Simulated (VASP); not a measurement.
A run of VASP 6.6.1 is set up as follows.

Contents of INCAR:

```
SYSTEM = BaTiO3
ALGO = Normal
EDIFF = 1E-6
EDIFFG = -0.01
ENCUT = 520
GGA = PE
IBRION = 2
ISIF = 2
ISMEAR = 0
LASPH = .True.
LCHARG = .False.
LREAL = .False.
LWAVE = .False.
NELM = 80
NSW = 60
PREC = Accurate
SIGMA = 0.05
```

The input KPOINTS:

```
k-points
0
Gamma
  6 6 6
  0 0 0
```

POSCAR

```
BaTiO3
1.0
    3.9998000000      0.0000000000      0.0000000000
    0.0000000000      3.9998000000      0.0000000000
    0.0000000000      0.0000000000      4.0180000000
Ba Ti O
1 1 3
Direct
    0.0000000000      0.0000000000     -0.0106714820
    0.5000000000      0.5000000000      0.4720898641
    0.5000000000      0.5000000000      0.0408513749
    0.5000000000      0.0000000000      0.5203651216
    0.0000000000      0.5000000000      0.5203651216
```

Potentials or basis: VASP PAW PBE potentials, release 64 (Ba_sv, Ti_sv, O).

Launch:

```console
$ cat potpaw_PBE.64/Ba_sv/POTCAR potpaw_PBE.64/Ti_sv/POTCAR potpaw_PBE.64/O/POTCAR > POTCAR
$ mpirun -np 1 vasp_std > vasp.out
```

**Question.** Estimate the energy gained by relaxing.

**Answer.** 17.6 meV/atom.

**Question.** Estimate the band gap on the k mesh.

**Answer.** 1.78 eV (least direct gap 2.12 eV).

The path:
```
step  energy change (eV)  largest force (eV/Å)  pressure (GPa)
   1              0.0000                1.6925            8.49
   2             -0.0730                0.3560            4.37
   3             -0.0790                0.3096            5.15
   4             -0.0790                0.3121            5.10
   5             -0.0842                0.2027            5.00
   6             -0.0880                0.0357            4.86
   7             -0.0880                0.0378            4.86
   8             -0.0881                0.0098            4.78
```

Caveat: spin-orbit coupling is left out, which moves the levels of the heavy elements. A k mesh can miss the band edges.
